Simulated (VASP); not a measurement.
Set up this calculation in VASP 6.6.1, as the native input.

```
Task                   : single point
Functional             : r2SCAN
Potentials or basis    : VASP PAW PBE potentials, release 64 (C)
Cutoff                 : 520 eV
k mesh                 : 12 × 12 × 12
Occupations            : gaussian, width 0.05 eV
Spin                   : no spin polarisation
Dipole correction      : no
Further INCAR settings : ALGO = Normal; EDIFF = 1e-07; NBANDS = 11
```

Crystal: C.

```
CELL_PARAMETERS angstrom
0.00000 1.78340 1.71206
1.78340 0.00000 1.71206
1.78340 1.78340 0.00000
ATOMIC_POSITIONS crystal
C 0.50000 0.50000 0.50000
C 0.75000 0.75000 0.75000
```

This cell differs from its parent crystal: strain +0.000 along x and y, -0.040 along z.

One way to write it, as run:

POSCAR

```
C
1.0
    0.0000000000      1.7834000000      1.7120640000
    1.7834000000      0.0000000000      1.7120640000
    1.7834000000      1.7834000000      0.0000000000
C
2
Direct
    0.5000000000      0.5000000000      0.5000000000
    0.7500000000      0.7500000000      0.7500000000
```

INCAR.step1

```
SYSTEM = C
PREC     = Accurate       ! precision mode
ENCUT    = 520            ! plane-wave cutoff, eV
ISMEAR   = 0              ! smearing method
SIGMA    = 0.05           ! smearing width, eV
LREAL    = .FALSE.        ! projectors in reciprocal space
LASPH    = .TRUE.         ! aspherical terms in the spheres
NELM     = 80             ! most SCF steps
NBANDS   = 11             ! bands
GGA      = PE             ! functional
ALGO     = Normal         ! electronic algorithm
EDIFF    = 1E-4           ! SCF threshold, eV
LWAVE    = .TRUE.         ! write WAVECAR
LCHARG   = .FALSE.        ! write CHGCAR
```

INCAR.step2

```
SYSTEM = C
PREC     = Accurate       ! precision mode
ENCUT    = 520            ! plane-wave cutoff, eV
EDIFF    = 1E-7           ! SCF threshold, eV
ISMEAR   = 0              ! smearing method
SIGMA    = 0.05           ! smearing width, eV
LREAL    = .FALSE.        ! projectors in reciprocal space
LASPH    = .TRUE.         ! aspherical terms in the spheres
NELM     = 80             ! most SCF steps
ALGO     = Normal         ! electronic algorithm
ISIF     = 2              ! what is computed and relaxed
LWAVE    = .FALSE.        ! write WAVECAR
LCHARG   = .TRUE.         ! write CHGCAR
METAGGA  = R2SCAN         ! meta-GGA
LMIXTAU  = .TRUE.       
LELF     = .TRUE.         ! ELF
LVHAR    = .TRUE.       
NBANDS   = 11             ! bands
ISTART   = 1
```

KPOINTS

```
Automatic mesh
0
G
  12 12 12
  0 0 0
```

Potentials or basis: VASP PAW PBE potentials, release 64 (C).

The run is started by

```console
$ cat potpaw_PBE.64/C/POTCAR > POTCAR
$ cp INCAR.step1 INCAR
$ mpirun -np 1 vasp_std > vasp.out
$ cp INCAR.step2 INCAR
$ mpirun -np 1 vasp_std > vasp.out
```

Results of the run:

| Item | Value |
| --- | --- |
| Pressure | 18.3 GPa |
| Band gap on the k mesh | 3.34 eV, indirect (least direct gap 5.17 eV) |

Caveat: the cell differs from its parent crystal (strain +0.000 along x and y, -0.040 along z); the PAW data sets were made with another functional, which shifts forces and pressure a little.

Run time: 42 s on 1 thread of Intel(R) Xeon(R) Platinum 8488C (Sapphire Rapids), with other jobs on the host, peak memory 0.12 GiB.
